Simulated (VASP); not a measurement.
Input of a VASP 6.6.1 run:

The input INCAR:

```
  PREC = Accurate
  ENCUT = 520
  EDIFF = 1E-6
  ISMEAR = 0
  SIGMA = 0.05
  LREAL = F
  LASPH = T
  NELM = 60
  ALGO = Normal
  ISIF = 2
  LWAVE = F
  LCHARG = F
  NBANDS = 16
```

File KPOINTS:

```
regular mesh
0
Gamma
  9 9 6
```

File POSCAR:

```
AlN
1.0
    3.0886152929      0.0000000000      0.0000000000
   -1.5443076465      2.6748193062      0.0000000000
    0.0000000000      0.0000000000      4.9435842906
Al N
2 2
Direct
    0.3054891404      0.6666666667      0.0015210182
    0.6945108596      0.3333333333      0.5015210182
    0.3581834940      0.6666666667      0.3834789818
    0.6418165060      0.3333333333      0.8834789818
```

Potentials or basis: VASP PAW LDA potentials, release 64 (Al, N).

Command:

```sh
$ cat potpaw_LDA.64/Al/POTCAR potpaw_LDA.64/N/POTCAR > POTCAR
$ mpirun -np 1 vasp_std > vasp.out
```

(1) Estimate the pressure.

(2) Predict the largest force.

(3) Predict the band gap on the k mesh.

Answers

(1) 0.4 GPa.

(2) 0.494 eV/Å.

(3) 4.33 eV, direct.
